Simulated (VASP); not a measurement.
A run of VASP 6.6.1 is set up as follows.

Contents of INCAR:

```
SYSTEM = V
ALGO     = Normal         ! electronic algorithm
EDIFF    = 1E-7           ! SCF threshold, eV
ENCUT    = 520            ! plane-wave cutoff, eV
GGA      = PE             ! functional
ISIF     = 2              ! what is computed and relaxed
ISMEAR   = -1             ! smearing method
ISPIN    = 2              ! spin polarisation
LASPH    = .TRUE.         ! aspherical terms in the spheres
LCHARG   = .TRUE.         ! write CHGCAR
LELF     = .TRUE.         ! ELF
LMAXMIX  = 4              ! l up to which the mixer works
LORBIT   = 11             ! projections on sites
LREAL    = .FALSE.        ! projectors in reciprocal space
LVHAR    = .TRUE.       
LWAVE    = .FALSE.        ! write WAVECAR
MAGMOM   = 2              ! initial moments
NBANDS   = 16             ! bands
NELM     = 150            ! most SCF steps
PREC     = Accurate       ! precision mode
SIGMA    = 0.05           ! smearing width, eV
```

KPOINTS

```
k-points
0
G
  12 12 12
  0 0 0
```

POSCAR

```
V
1.0
    0.0000000000      1.9075500346      1.9075500346
    1.9075500346      0.0000000000      1.9075500346
    1.9075500346      1.9075500346      0.0000000000
V
1
Direct
    0.0000000000      0.0000000000      0.0000000000
```

Potentials or basis: VASP PAW PBE potentials, release 64 (V_sv).

Launch:

```console
$ cat potpaw_PBE.64/V_sv/POTCAR > POTCAR
$ mpirun -np 1 vasp_std > vasp.out
```

(1) What does it give for the pressure?

(2) Estimate the net moment.

Answers

(1) 0.4 GPa.

(2) 0.00 μB per cell.
